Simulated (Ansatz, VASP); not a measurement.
BaTe: VASP beside Ansatz

```
Ba Te
1.0
     4.89537    0.00000    0.00000
    -2.44769    4.23952    0.00000
     0.00000    0.00000    8.58407
Ba Te
2 2
Direct
  0.00000 0.00000 0.00000
  0.00000 0.00000 0.50000
  0.33333 0.66667 0.25000
  0.66667 0.33333 0.75000
```

Alike in both runs: task single point; functional PBE; k mesh 6 × 6 × 4; no spin polarisation.

```csv
,VASP,Ansatz
version,VASP 6.6.1,Ansatz 0.2.0
potentials or method,"VASP PAW PBE potentials, release 64 (Ba_sv, Te)","plane waves, PAW"
plane-wave cutoff (eV),520,420
occupations,"gaussian, width 0.01 eV",fixed
valence electrons in the cell,32,52
```

Ansatz gave:

* gap on the k mesh at the Fermi level (eV): 1.75
* pressure (GPa): 0.1
* traceless stress, the component that is largest in VASP (GPa): 0.02

**Question.** Which values does VASP return?

**Answer.** gap on the k mesh at the Fermi level (eV): 1.67; pressure (GPa): 0.4; traceless stress, the component that is largest in VASP (GPa): 0.05.

VASP's potentials hold 32 valence electrons a cell and Ansatz's 52, so a difference there can come from the potentials and not from the codes.

Spin-orbit coupling is off throughout.
